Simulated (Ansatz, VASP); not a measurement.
Au in VASP and in Ansatz

INCAR

```
PREC = Accurate
ENCUT = 520
EDIFF = 1E-6
ISMEAR = 0
SIGMA = 0.15
LREAL = False
LASPH = True
NELM = 80
ALGO = Fast
ISIF = 2
LWAVE = False
LCHARG = False
GGA = PE
NBANDS = 12
```

File KPOINTS:

```
Automatic mesh
0
Gamma
  22 22 22
```

The input POSCAR:

```
Au
1.0
   -0.2159367241      1.9434305171      1.9434305171
    1.9434305171     -0.2159367241      1.9434305171
    1.9434305171      1.9434305171     -0.2159367241
Au
1
Direct
    0.0000000000      0.0000000000      0.0000000000
```

Input for Ansatz:

```yaml
crystal:
  lattice:
    - [-0.2159367241, 1.9434305171, 1.9434305171]
    - [1.9434305171, -0.2159367241, 1.9434305171]
    - [1.9434305171, 1.9434305171, -0.2159367241]
  atoms:
    - { symbol: Au, position: [0.0, 0.0, 0.0] }
basis:
  ecutwfc: 420
kpoints:
  mp_grid: { grid: [22, 22, 22] }
hamiltonian:
  xc: pbe
scf:
  occupations: { method: gaussian, width: 0.15 }
output:
  forces: true
  stress: true
  eigenvalues: true
```

Alike in both runs: task single point; functional PBE; k mesh 22 × 22 × 22; occupations gaussian, width 0.15 eV; no spin polarisation.

|  | VASP | Ansatz |
| --- | --- | --- |
| version | VASP 6.6.1 | Ansatz 0.2.0 |
| potentials or method | VASP PAW PBE potentials, release 64 (Au), cutoff 520 eV | scalar-relativistic, plane waves, PAW |
| valence electrons in the cell | 11 | 19 |

```tsv
	VASP	Ansatz	Ansatz less VASP
gap on the k mesh at the Fermi level (eV)	none	none	-
pressure (GPa)	11.5	11.8	+0.28
traceless stress, the component that is largest in VASP (GPa)	3.39	3.42	+0.025
```

A gap of «none» marks a metal or a gap that the smearing closes. With one functional, cell and mesh, what is left measures potentials, basis and numerics. VASP's potentials hold 11 valence electrons a cell and Ansatz's 19, so a difference there can come from the potentials and not from the codes.

Spin-orbit coupling is off throughout.
